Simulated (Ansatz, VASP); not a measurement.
## Be2Si in VASP and in Ansatz

```
Be Si
1.0
    -1.75373    1.75373    5.47665
     1.75373   -1.75373    5.47665
     1.75373    1.75373   -5.47665
Be Si
4 2
Cartesian
  0.0000 0.0000 4.4731
  1.7537 0.0000 1.7348
  1.7537 0.0000 3.7418
  0.0000 0.0000 6.4802
  0.0000 0.0000 0.0000
  0.0000 1.7537 2.7383
```

Alike in both runs: functional PBE; k mesh 16 × 16 × 16; occupations gaussian, width 0.1 eV; no spin polarisation.

Ansatz relaxed the structure, and its values are those at the end. VASP's run is a single point on that final structure, the one shown.

|  | VASP | Ansatz |
| --- | --- | --- |
| version | VASP 6.6.1 | Ansatz 0.2.0 |
| potentials or method | VASP PAW PBE potentials, release 64 (Be, Si), cutoff 520 eV | scalar-relativistic, plane waves, PAW |
| valence electrons in the cell | 16 | 16 |

```csv
,VASP,Ansatz,Ansatz less VASP
gap on the k mesh at the Fermi level (eV),none,none,-
pressure (GPa),0.1,0.0,-0.05
```

A gap of «none» marks a metal or a gap that the smearing closes.
